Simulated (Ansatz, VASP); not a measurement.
**Two plane-wave programs on In2GaP3**

```
In Ga P
1.0
     3.93917    0.00000    0.00000
    -1.96959    3.41142    0.00000
     0.00000    0.00000    9.64896
In Ga P
2 1 3
Direct
  0.66667 0.33333 0.83333
  0.33333 0.66667 0.16667
  0.00000 0.00000 0.50000
  0.33333 0.66667 0.66667
  0.66667 0.33333 0.33333
  0.00000 0.00000 0.00000
```

Alike in both runs: task single point; functional PBE; k mesh 6 × 6 × 2; occupations gaussian, width 0.1 eV; no spin polarisation.

|  | VASP | Ansatz |
| --- | --- | --- |
| version | VASP 6.6.1 | Ansatz 0.2.0 |
| potentials or method | VASP PAW PBE potentials, release 64 (In_d, Ga_d, P), cutoff 520 eV | scalar-relativistic, plane waves, PAW |
| valence electrons in the cell | 54 | 54 |

```tsv
	VASP	Ansatz	Ansatz less VASP
gap on the k mesh at the Fermi level (eV)	none	none	-
pressure (GPa)	-4.7	-4.7	+0.04
traceless stress, the component that is largest in VASP (GPa)	0.81	0.81	-0.001
rms of the force components (eV/Å)	0.199	0.200	+0.0009
```

Atom by atom the forces differ by 0.001 eV/Å (rms over components). A gap of «none» marks a metal or a gap that the smearing closes. With one functional, cell and mesh, what is left measures potentials, basis and numerics.
